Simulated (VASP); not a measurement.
Input of a VASP 6.6.1 run:

The input INCAR:

```
SYSTEM = Si
ALGO     = Normal         ! electronic algorithm
EDIFF    = 1E-6           ! SCF threshold, eV
ENCUT    = 520            ! plane-wave cutoff, eV
GGA      = PE             ! functional
ISIF     = 2              ! what is computed and relaxed
ISMEAR   = -1             ! smearing method
LASPH    = .TRUE.         ! aspherical terms in the spheres
LCHARG   = .FALSE.        ! write CHGCAR
LREAL    = .FALSE.        ! projectors in reciprocal space
LWAVE    = .FALSE.        ! write WAVECAR
NBANDS   = 11             ! bands
NELM     = 60             ! most SCF steps
PREC     = Accurate       ! precision mode
SIGMA    = 0.05           ! smearing width, eV
```

KPOINTS

```
k-points
0
G
  8 8 8
  0 0 0
```

The input POSCAR:

```
Si
1.0
    0.0000000000      2.7348301957      2.7348301957
    2.7348301957      0.0000000000      2.7348301957
    2.7348301957      2.7348301957      0.0000000000
Si
2
Direct
    0.5000000000      0.5000000000      0.5000000000
    0.7500000000      0.7500000000      0.7500000000
```

Potentials or basis: VASP PAW PBE potentials, release 64 (Si).

Launch:

```bash
$ cat potpaw_PBE.64/Si/POTCAR > POTCAR
$ mpirun -np 1 vasp_std > vasp.out
```

Q: Predict the band gap on the k mesh.

A: 0.65 eV, indirect (least direct gap 2.56 eV).

Q: What does it give for the pressure?

A: 0.0 GPa.

A k mesh can miss the band edges.
